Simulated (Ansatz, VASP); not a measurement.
TiPt3 in VASP and in Ansatz

```
Pt Ti
1.0
     3.92281    0.00000    0.00000
     0.00000    3.92281    0.00000
     0.00000    0.00000    3.92281
Pt Ti
3 1
Direct
  0.50000 0.50000 0.00000
  0.50000 0.00000 0.50000
  0.00000 0.50000 0.50000
  0.00000 0.00000 0.00000
```

Alike in both runs: task single point; functional PBE; k mesh 7 × 7 × 7; occupations fermi-dirac, width 0.05 eV; no spin polarisation.

```csv
,VASP,Ansatz
version,VASP 6.6.1,Ansatz 0.2.0
potentials or method,"VASP PAW PBE potentials, release 64 (Pt, Ti_sv)",Ansatz PAW
plane-wave cutoff (eV),520,420
valence electrons in the cell,42,66
```

|  | VASP | Ansatz | Ansatz less VASP |
| --- | --- | --- | --- |
| gap on the k mesh at the Fermi level (eV) | none | none | - |
| pressure (GPa) | 4.4 | 4.7 | +0.36 |

A gap of «none» marks a metal or a gap that the smearing closes. VASP's potentials hold 42 valence electrons a cell and Ansatz's 66, so a difference there can come from the potentials and not from the codes.

Spin-orbit coupling is off throughout.
